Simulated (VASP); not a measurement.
A run of VASP 6.6.1:

The input POSCAR:

```
ScH3
1.0
    5.1406981930      0.0000000000      0.0000000000
   -2.5703490965      4.4519752283      0.0000000000
    0.0000000000      0.0000000000      3.1920443929
Sc H
2 6
Direct
    0.3333333333      0.6666666667      0.7500000000
    0.6666666667      0.3333333333      0.2500000000
    0.6824805546      0.0919934852      0.7500000000
    0.4095129306      0.3175194454      0.7500000000
    0.3175194454      0.9080065148      0.2500000000
    0.5904870694      0.6824805546      0.2500000000
    0.9080065148      0.5904870694      0.7500000000
    0.0919934852      0.4095129306      0.2500000000
```

Contents of INCAR.step1:

```
SYSTEM = ScH3
PREC     = Accurate       ! precision mode
ENCUT    = 520            ! plane-wave cutoff, eV
EDIFF    = 1E-6           ! SCF threshold, eV
ISMEAR   = 0              ! smearing method
SIGMA    = 0.02           ! smearing width, eV
LREAL    = .False.        ! projectors in reciprocal space
LASPH    = .True.         ! aspherical terms in the spheres
NELM     = 80             ! most SCF steps
ALGO     = Normal         ! electronic algorithm
ISIF     = 2              ! what is computed and relaxed
LWAVE    = .False.        ! write WAVECAR
LCHARG   = .True.         ! write CHGCAR
LMAXMIX  = 4              ! l up to which the mixer works
GGA      = PS             ! functional
NBANDS   = 24             ! bands
```

KPOINTS.step1

```
regular mesh
0
Gamma
  6 6 8
  0 0 0
```

File INCAR.step2:

```
SYSTEM = ScH3
PREC     = Accurate       ! precision mode
ENCUT    = 520            ! plane-wave cutoff, eV
EDIFF    = 1E-6           ! SCF threshold, eV
ISMEAR   = -5             ! smearing method
SIGMA    = 0.02           ! smearing width, eV
LREAL    = .False.        ! projectors in reciprocal space
LASPH    = .True.         ! aspherical terms in the spheres
NELM     = 80             ! most SCF steps
ALGO     = Normal         ! electronic algorithm
ISIF     = 2              ! what is computed and relaxed
LWAVE    = .False.        ! write WAVECAR
LCHARG   = .False.        ! write CHGCAR
LMAXMIX  = 4              ! l up to which the mixer works
GGA      = PS             ! functional
LORBIT   = 10             ! projections on sites
NBANDS   = 24             ! bands
NEDOS    = 2001           ! points of the DOS
ICHARG   = 11             ! starting density
```

File KPOINTS.step2:

```
regular mesh
0
Gamma
  9 9 12
  0 0 0
```

Potentials or basis: VASP PAW PBE potentials, release 64 (Sc_sv, H).

Run with:

```sh
$ cat potpaw_PBE.64/Sc_sv/POTCAR potpaw_PBE.64/H/POTCAR > POTCAR
$ cp INCAR.step1 INCAR
$ cp KPOINTS.step1 KPOINTS
$ mpirun -np 1 vasp_std > vasp.out
$ cp INCAR.step2 INCAR
$ cp KPOINTS.step2 KPOINTS
$ mpirun -np 1 vasp_std > vasp.out
```

Hardware: 1 thread of Intel(R) Xeon(R) Platinum 8375C CPU @ 2.90GHz (Ice Lake), with other jobs on the host.

Question: How long does it take, and how much memory?

Answer: It took 100 s on 1 thread of Intel(R) Xeon(R) Platinum 8375C CPU @ 2.90GHz (Ice Lake), on a shared host, peak memory 0.29 GiB. Counts: k points 105.
